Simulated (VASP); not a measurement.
Here is a VASP 6.6.1 calculation.

Contents of INCAR:

```
PREC     = Accurate       # precision mode
ENCUT    = 520            # plane-wave cutoff, eV
EDIFF    = 1E-6           # SCF threshold, eV
ISMEAR   = 1              # smearing method
SIGMA    = 0.1            # smearing width, eV
LREAL    = False          # projectors in reciprocal space
LASPH    = True           # aspherical terms in the spheres
NELM     = 100            # most SCF steps
ALGO     = Normal         # electronic algorithm
ISIF     = 2              # what is computed and relaxed
LWAVE    = False          # write WAVECAR
LCHARG   = True           # write CHGCAR
LELF     = True           # ELF
LVHAR    = True         
NBANDS   = 13             # bands
```

KPOINTS

```
regular mesh
0
Gamma
  7 7 7
```

Contents of POSCAR:

```
Ge
1.0
    1.3971500000     -2.6005200000      0.0000000000
    1.3971500000      2.6005200000      0.0000000000
    0.0000000000      0.0000000000      2.6982300000
Ge
1
Direct
    0.5000000000      0.5000000000      0.0000000000
```

Potentials or basis: VASP PAW LDA potentials, release 64 (Ge_d).

The run is started by

```bash
$ cat potpaw_LDA.64/Ge_d/POTCAR > POTCAR
$ mpirun -np 1 vasp_std > vasp.out
```

Predict the pressure.

-6.2 GPa.

What does it give for the band gap on the k mesh?

Zero (band 7 reaches 12.54 eV, above the bottom of band 8 at 4.07 eV).

Stress tensor (GPa, compression positive):
```
 -5.21   0.00   0.00
  0.00 -10.22   0.00
  0.00   0.00  -3.14
```

Caveat: the k points lie up to 0.36 Å⁻¹ apart.
